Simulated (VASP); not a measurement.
## Al3NiSn: single point with PBE

Al3NiSn:

```
Al Ni Sn
1.0
     4.37366    0.00000    0.00000
     0.00000    4.37366    0.00000
     0.00000    0.00000    4.37366
Al Ni Sn
3 1 1
Cartesian
  2.1868 0.0000 0.0000
  0.0000 2.1868 0.0000
  0.0000 0.0000 2.1868
  0.0000 0.0000 0.0000
  2.1868 2.1868 2.1868
```

```json
{"Program": "VASP 6.6.1", "Task": "single point", "Functional": "PBE", "Potentials or basis": "VASP PAW PBE potentials, release 64 (Al, Ni, Sn_d)", "Cutoff": "520 eV", "k mesh": "4 × 4 × 4", "Occupations": "gaussian, width 0.1 eV", "Spin": "collinear spin, ferromagnetic start", "Starting moments": "[0.0, 0.0, 0.0, 2.0, 0.0] μB"}
```

| Item | Value |
| --- | --- |
| Pressure | 14.0 GPa |
| Net moment | 0.00 μB per cell |
| Valence electrons inside the program's atomic spheres | Al 0.81; Ni 10.00; Sn 12.29 |

Levels at points of the mesh, in eV from the Fermi level:
Spin up:
```csv
k point,band 13,band 14,band 15,band 16,band 17,band 18,band 19,band 20,band 21,band 22
"(0.00, 0.00, 0.00)",-2.98,-2.98,-2.98,-0.13,-0.13,3.03,3.03,3.03,4.05,4.05
"(0.50, 0.00, 0.00)",-2.13,-1.57,-1.57,-0.51,-0.42,-0.42,0.47,1.31,5.54,5.54
"(0.50, 0.50, 0.00)",-3.24,-2.83,-0.39,0.10,1.01,1.01,1.73,2.26,2.26,2.55
"(0.50, 0.50, 0.50)",-4.84,-3.32,-3.32,-1.77,-1.77,-1.77,8.67,8.67,8.67,9.00
```
Spin down:
| k point | band 15 | band 16 | band 17 | band 18 | band 19 | band 20 |
| --- | --- | --- | --- | --- | --- | --- |
| (0.00, 0.00, 0.00) | -2.98 | -0.13 | -0.13 | 3.03 | 3.03 | 3.03 |
| (0.50, 0.00, 0.00) | -1.57 | -0.51 | -0.42 | -0.42 | 0.47 | 1.31 |
| (0.50, 0.50, 0.00) | -0.39 | 0.10 | 1.01 | 1.01 | 1.73 | 2.26 |
| (0.50, 0.50, 0.50) | -3.32 | -1.77 | -1.77 | -1.77 | 8.67 | 8.67 |

Wall time 51 s on 1 thread of Intel(R) Xeon(R) Platinum 8488C (Sapphire Rapids), on a shared host, peak memory 0.25 GiB.

Caveat: the starting moments collapsed, and a magnetic state may lie lower; spin-orbit coupling is left out, which moves the levels of the heavy elements.
